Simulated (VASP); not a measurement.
A run of VASP 6.6.1 is set up as follows.

Contents of INCAR:

```
SYSTEM = Al2Cu
PREC = Accurate ; ENCUT = 520
EDIFF = 1E-6 ; ISMEAR = 0
SIGMA = 0.1 ; LREAL = .FALSE.
LASPH = .TRUE. ; NELM = 60
ALGO = Normal ; ISIF = 2
LWAVE = .FALSE. ; LCHARG = .TRUE.
LDIPOL = .TRUE. ; IDIPOL = 3
DIPOL = 0.5 0.5 0.498 ; GGA = PE
IVDW = 12 ; LELF = .TRUE.
LVHAR = .TRUE. ; LVACPOTAV = .TRUE.
NBANDS = 46
```

The input KPOINTS:

```
Automatic mesh
0
G
  7 7 1
  0 0 0
```

Contents of POSCAR:

```
Al2Cu
1.0
    4.8103827297      0.0000000000      0.0000000000
   -2.4051913649      4.2174816824      0.0000000000
    0.0000000000      0.0000000000     24.1005112925
Al Cu
8 4
Direct
    0.4082048450      0.8164096901      0.3526896130
    0.0917951550      0.1835903099      0.3526896130
    0.7500000000      0.5000000000      0.4080598935
    0.2500000000      0.5000000000      0.4723148597
    0.9092637021      0.8185274042      0.5279705245
    0.5907362979      0.1814725958      0.5279705245
    0.2500000000      0.5000000000      0.5862120779
    0.7500000000      0.5000000000      0.6357276092
    0.7500000000      0.0000000000      0.4401873766
    0.2500000000      0.0000000000      0.4401873766
    0.2500000000      0.0000000000      0.6150980857
    0.7500000000      0.0000000000      0.6150980857
```

Potentials or basis: VASP PAW PBE potentials, release 64 (Al, Cu).

The run is started by

```sh
$ cat potpaw_PBE.64/Al/POTCAR potpaw_PBE.64/Cu/POTCAR > POTCAR
$ mpirun -np 1 vasp_std > vasp.out
```

Task: Estimate the largest force.

Result: 0.203 eV/Å.

Task: Estimate the band gap on the k mesh.

Result: Zero (bands 34 and 35 overlap by 0.94 eV).

Task: Predict the dispersion energy per atom.

Result: -0.307 eV.

Forces in eV/Å, atoms in the order of the input:
```
Al   0.000  0.120 -0.126
Al   0.000 -0.120 -0.126
Al   0.000  0.000 -0.196
Al   0.000  0.000  0.025
Al   0.000 -0.002 -0.012
Al   0.000  0.002 -0.012
Al   0.000  0.000 -0.017
Al   0.000  0.000 -0.004
Cu   0.000  0.000  0.203
Cu   0.000  0.000  0.203
Cu   0.000  0.000  0.030
Cu   0.000  0.000  0.030
```
